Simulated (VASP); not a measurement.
# AlAs (t.b) (F-43m) in VASP: single point with PBE

Aim: the single point of AlAs (t.b) with PBE.

Program: VASP 6.6.1. These are calculated values, not measurements. Logs are shortened: lines on timing, memory, paths and dates and some standing lists are left out, and cuts for length are marked.

## (1) The cell of the first run

It takes space group F-43m (No. 216, cubic). Conventional cell: a = 5.728 Å, b = 5.728 Å, c = 5.728 Å, α = 90.00°, β = 90.00°, γ = 90.00°. Within 3.3 Å of Al (site symmetry -43m) lie 4 As at 2.48 Å. As (site symmetry -43m) has 4 Al at 2.48 Å within 3.3 Å.

## (2) Single point, PBE

INCAR

```
PREC = Accurate ; ENCUT = 500
EDIFF = 1E-6 ; ISMEAR = 0
SIGMA = 0.02 ; LREAL = False
LASPH = True ; NELM = 120
ALGO = Normal ; ISIF = 2
LWAVE = False ; LCHARG = False
GGA = PE ; NBANDS = 11
GGA_COMPAT = False
```

KPOINTS

```
regular mesh
0
Gamma
  8 8 8
```

POSCAR

```
AlAs
1.0
    0.0000000000      2.8638561904      2.8638561904
    2.8638561904      0.0000000000      2.8638561904
    2.8638561904      2.8638561904      0.0000000000
Al As
1 1
Direct
    0.0000000000      0.0000000000      0.0000000000
    0.2500000000      0.2500000000      0.2500000000
```

Potentials or basis: VASP PAW PBE potentials, release 64 (Al, As).

Started as:

```bash
cat potpaw_PBE.64/Al/POTCAR potpaw_PBE.64/As/POTCAR > POTCAR
mpirun -np 1 vasp_std > vasp.out
```

OUTCAR:

```text
PREC = Accurate
   ENCUT = 500
   EDIFF = 1E-6
   ISMEAR = 0
   LREAL = False
   LASPH = True
   NELM = 120
   ISIF = 2
   GGA = PE

 ion  position               nearest neighbor table
   1  0.000  0.000  0.000-   2 2.48   2 2.48   2 2.48   2 2.48
   2  0.250  0.250  0.250-   1 2.48   1 2.48   1 2.48   1 2.48

  LATTYP: Found a face centered cubic cell.
 ALAT       =     5.7277123808

  Lattice vectors:

 A1 = (   0.0000000000,   2.8638561904,   2.8638561904)
 A2 = (   2.8638561904,   0.0000000000,   2.8638561904)
 A3 = (   2.8638561904,   2.8638561904,   0.0000000000)

Analysis of symmetry for initial positions (statically):
=====================================================================
 Subroutine PRICEL returns:
 Original cell was already a primitive cell.

 Routine SETGRP: Setting up the symmetry group for a
 face centered cubic supercell.

 Subroutine GETGRP returns: Found 24 space group operations
 (whereof 24 operations were pure point group operations)
 out of a pool of 48 trial point group operations.

The static configuration has the point symmetry T_d .

Analysis of symmetry for dynamics (positions and initial velocities):
=====================================================================
 Subroutine PRICEL returns:
 Original cell was already a primitive cell.

 Routine SETGRP: Setting up the symmetry group for a
 face centered cubic supercell.

 Subroutine GETGRP returns: Found 24 space group operations
 (whereof 24 operations were pure point group operations)
 out of a pool of 48 trial point group operations.

The dynamic configuration has the point symmetry T_d .

 Subroutine INISYM returns: Found 24 space group operations
 (whereof 24 operations are pure point group operations),
 and found     1 'primitive' translations

----------------------------------------------------------------------------------------

                                     Primitive cell

  volume of cell :      46.9768

  direct lattice vectors                    reciprocal lattice vectors
     0.000000000  2.863856190  2.863856190    -0.174589772  0.174589772  0.174589772
     2.863856190  0.000000000  2.863856190     0.174589772 -0.174589772  0.174589772
     2.863856190  2.863856190  0.000000000     0.174589772  0.174589772 -0.174589772

  length of vectors
     4.050104265  4.050104265  4.050104265     0.302398356  0.302398356  0.302398356

  position of ions in fractional coordinates (direct lattice)
     0.000000000  0.000000000  0.000000000
     0.250000000  0.250000000  0.250000000

  ion indices of the primitive-cell ions
   primitive index   ion index
                 1           1
                 2           2

----------------------------------------------------------------------------------------

 KPOINTS: regular mesh

Automatic generation of k-mesh.
 Grid dimensions read from file:
 generate k-points for:    8    8    8

 Generating k-lattice:

  Cartesian coordinates                     Fractional coordinates (reciprocal lattice)
    -0.021823722  0.021823722  0.021823722     0.125000000  0.000000000  0.000000000
     0.021823722 -0.021823722  0.021823722     0.000000000  0.125000000  0.000000000
     0.021823722  0.021823722 -0.021823722     0.000000000  0.000000000  0.125000000

  Length of vectors
     0.037799794  0.037799794  0.037799794

  Shift w.r.t. Gamma in fractional coordinates (k-lattice)
     0.000000000  0.000000000  0.000000000

 Subroutine IBZKPT returns following result:
 ===========================================

 Found     29 irreducible k-points:

 Following reciprocal coordinates:
            Coordinates               Weight
  0.000000  0.000000  0.000000      1.000000
  0.125000  0.000000  0.000000      8.000000
  0.250000  0.000000  0.000000      8.000000
  0.375000  0.000000  0.000000      8.000000
  0.500000  0.000000  0.000000      4.000000
  0.125000  0.125000  0.000000      6.000000
[... 16 lines left out ...]
  0.500000  0.250000  0.125000     48.000000
 -0.375000  0.250000  0.125000     24.000000
 [... further k-points ...]
   k-points           NKPTS =     29   k-points in BZ     NKDIM =     29   number of bands    NBANDS=     11
   number of dos      NEDOS =    301   number of ions     NIONS =      2
   total plane-waves  NPLWV =  27000
   dimension x,y,z NGX =    30 NGY =   30 NGZ =   30
   dimension x,y,z NGXF=    60 NGYF=   60 NGZF=   60
   ions per type =               1   1
   NGX,Y,Z   is equivalent  to a cutoff of  12.31, 12.31, 12.31 a.u.
   NGXF,Y,Z  is equivalent  to a cutoff of  24.63, 24.63, 24.63 a.u.
 SYSTEM =  unknown system
   PREC   = accura    normal or accurate (medium, high low for compatibility)
   ISTART =      0    job   : 0-new  1-cont  2-samecut
   ICHARG =      2    charge: 1-file 2-atom 10-const
   ISPIN  =      1    spin polarized calculation?
   LNONCOLLINEAR =      F non collinear calculations
   LSORBIT =      F    spin-orbit coupling
   LASPH  =      T    aspherical Exc in radial PAW
   ENCUT  =  500.0 eV  36.75 Ry    6.06 a.u.   7.38  7.38  7.38*2*pi/ulx,y,z
   NELM   =    120;   NELMIN=  2; NELMDL= -5     # of ELM steps
   EDIFF  = 0.1E-05   stopping-criterion for ELM
   LREAL  =      F    real-space projection
   EDIFFG = 0.1E-04   stopping-criterion for IOM
   NSW    =      0    number of steps for IOM
   IBRION =     -1    ionic relax: 0-MD 1-quasi-New 2-CG
   NFREE  =      0    steps in history (QN), initial steepest desc. (CG)
   ISIF   =      2    stress and relaxation
   ISYM   =      2    0-nonsym 1-usesym 2-fastsym
   POTIM  = 0.5000    time-step for ionic-motion
   TEBEG  =    0.0;   TEEND  =   0.0 temperature during run
   PSTRESS=    0.0 pullay stress
   NELECT =       8.0000    total number of electrons
   NUPDOWN=      -1.0000    fix difference up-down
   EMIN   =  10.00;   EMAX   =-10.00  energy-range for DOS
   EFERMI =   0.00;   METHOD = LEGACY
   ISMEAR =     0;   SIGMA  =   0.02  broadening in eV -4-tet -1-fermi 0-gaus
   EFERMI_NEDOS =   21; number of points for ismear=-14 and -15
   IALGO  =     38    algorithm
   IMIX   =      4    mixing-type and parameters
     AMIX     =   0.40;   BMIX     =  1.00
     AMIX_MAG =   1.60;   BMIX_MAG =  1.00
  volume/ion in A,a.u.               =      23.49       158.51
  Fermi-wavevector in a.u.,A,eV,Ry     =   0.907424  1.714783 11.203288  0.823418
  Thomas-Fermi vector in A             =   2.031230
   LORBIT       =      0    0 simple, 1 ext, 2 COOP (PROOUT), +10 PAW based schemes
   GGA     = PE    functional components
   LHFCALC =     F    Hartree Fock is set to
   AEXX    =    0.0000 exact exchange contribution
   IVDW    =     0    specifies the selected vdW correction
   LEPSILON=     F    determine dielectric tensor
   LRPA    =     F    only Hartree local field effects (RPA)
 non-spin polarized calculation
 Gauss-broadening in eV      SIGMA  =   0.02
  energy-cutoff  :      500.00
  volume of cell :       46.98
 maximum number of plane-waves:      1243
 NGX is ok and might be reduce to    30
   NGX = 15   NGY = 15   NGZ = 15

 number of electron       7.9999999 magnetization

 Free energy of the ion-electron system (eV)
  ---------------------------------------------------
  ext. energy  EPLUGINS =         0.00000000
  ---------------------------------------------------
  free energy    TOTEN  =        -9.38797865 eV

  energy without entropy =       -9.38797865  energy(sigma->0) =       -9.38797865

 E-fermi :   3.6751     XC(G=0):  -8.9050

 val. band max:        3.5946392287   @ k =   0.0000   0.0000   0.0000
 cond. band min:       5.0889167571   @ k =   0.5000   0.5000   0.0000
 fundamental gap:      1.4942775284
 Fermi energy:         3.6751236337

 k-point     1 :       0.0000    0.0000    0.0000
  band No.  band energies     occupation
      1      -8.0765      2.00000
      2       3.5946      2.00000
      3       3.5946      2.00000
      4       3.5946      2.00000
      5       5.3780      0.00000
      6       7.8218      0.00000
      7       7.8218      0.00000
      8       7.8218      0.00000
      9      12.2778      0.00000
     10      12.5371      0.00000
     11      12.5371      0.00000

 k-point     2 :       0.1250    0.0000    0.0000
  band No.  band energies     occupation
      1      -7.9305      2.00000
      2       2.1701      2.00000
      3       3.4391      2.00000
      4       3.4391      2.00000
      5       6.1773      0.00000
      6       8.0948      0.00000
      7       8.0948      0.00000
      8       8.1794      0.00000
      9      11.9550      0.00000
     10      11.9550      0.00000
     11      12.9978      0.00000

 k-point     3 :       0.2500    0.0000    0.0000
  band No.  band energies     occupation
      1      -7.5268      2.00000
      2       0.2703      2.00000
      3       3.1309      2.00000
      4       3.1309      2.00000
      5       6.0627      0.00000
      6       8.4398      0.00000
      7       8.4398      0.00000
      8       9.8421      0.00000
      9      11.8450      0.00000
     10      11.8450      0.00000
     11      12.8858      0.00000

 k-point     4 :       0.3750    0.0000    0.0000
  band No.  band energies     occupation
      1      -7.0091      2.00000
      2      -1.2183      2.00000
      3       2.8839      2.00000
      4       2.8839      2.00000
      5       5.7338      0.00000
      6       8.3532      0.00000
      7       8.3532      0.00000
      8      11.1878      0.00000
      9      13.0882      0.00000
     10      13.0882      0.00000
     11      13.1120      0.00000
[... 239 lines left out ...]
 k-point    22 :       0.3750    0.2500    0.1250
  band No.  band energies     occupation
      1      -7.1899      2.00000
      2      -0.1164      2.00000
      3       1.7147      2.00000
      4       2.6510      2.00000
      5       7.1494      0.00000
      6       7.6970      0.00000
      7       8.8674      0.00000
      8       9.9916      0.00000
      9      11.6329      0.00000
     10      13.8713      0.00000
     11      15.3785      0.00000

 k-point    23 :       0.5000    0.2500    0.1250
  band No.  band energies     occupation
      1      -6.7257      2.00000
      2      -1.0858      2.00000
      3       1.1434      2.00000
      4       2.2861      2.00000
      5       7.2017      0.00000
      6       7.9805      0.00000
      7       9.2835      0.00000
      8      10.3451      0.00000
      9      12.7646      0.00000
     10      13.9693      0.00000
     11      15.5883      0.00000

 k-point    24 :      -0.3750    0.2500    0.1250
  band No.  band energies     occupation
      1      -6.4885      2.00000
      2      -1.5394      2.00000
      3       0.9925      2.00000
      4       2.1114      2.00000
      5       7.1752      0.00000
      6       7.8056      0.00000
      7      10.1341      0.00000
      8      11.0979      0.00000
      9      11.8140      0.00000
     10      14.4582      0.00000
     11      15.6793      0.00000

 [... further k-points ...]

------------------------ aborting loop because EDIFF is reached ----------------------------------------

  FORCE on cell =-STRESS in cart. coord.  units (eV):
  Direction    XX          YY          ZZ          XY          YZ          ZX
  --------------------------------------------------------------------------------------
  -------------------------------------------------------------------------------------
  Total        0.0534170      0.0534170      0.0534170     -0.0000000     -0.0000000      0.0000000
  in kB        1.8218229      1.8218229      1.8218229     -0.0000000     -0.0000000      0.0000000
  external PRESSURE =       1.8218229 kB  Pullay stress =       0.0000000 kB

 VOLUME and BASIS-vectors are now :
 -----------------------------------------------------------------------------
  energy-cutoff  :      500.00
  volume of cell :       46.98
      direct lattice vectors                 reciprocal lattice vectors
     0.000000000  2.863856190  2.863856190    -0.174589772  0.174589772  0.174589772
     2.863856190  0.000000000  2.863856190     0.174589772 -0.174589772  0.174589772
     2.863856190  2.863856190  0.000000000     0.174589772  0.174589772 -0.174589772

 POSITION                                       TOTAL-FORCE (eV/Angst)
 -----------------------------------------------------------------------------------
      0.00000      0.00000      0.00000        -0.000000     -0.000000     -0.000000
      1.43193      1.43193      1.43193         0.000000      0.000000      0.000000
 -----------------------------------------------------------------------------------
    total drift:                               -0.000000     -0.000000     -0.000000

  FREE ENERGIE OF THE ION-ELECTRON SYSTEM (eV)
  ---------------------------------------------------
  free  energy   TOTEN  =        -9.3879786486 eV

  energy  without entropy=       -9.3879786486  energy(sigma->0) =       -9.38797865
```

Run time: 14 s. Hardware: 1 thread of Intel Xeon Platinum 8259CL at 2.50GHz (Skylake/Cascade Lake), shared host; peak memory 0.17 GiB.

What came out:

| Property | Result |
| --- | --- |
| Free energy | -9.3880 eV |
| Pressure | 0.2 GPa |
| Band gap on the k mesh | 1.49 eV, indirect (least direct gap 1.78 eV) |

Levels at points of the mesh, in eV from the valence-band top:
```tsv
k point	band 2	band 3	band 4	band 5	band 6	band 7
(0.00, 0.00, 0.00)	0.00	0.00	0.00	1.78	4.23	4.23
(0.50, 0.00, 0.00)	-5.42	-0.80	-0.80	2.01	4.65	4.65
(0.50, 0.50, 0.00)	-5.31	-2.10	-2.10	1.49	2.29	10.06
```
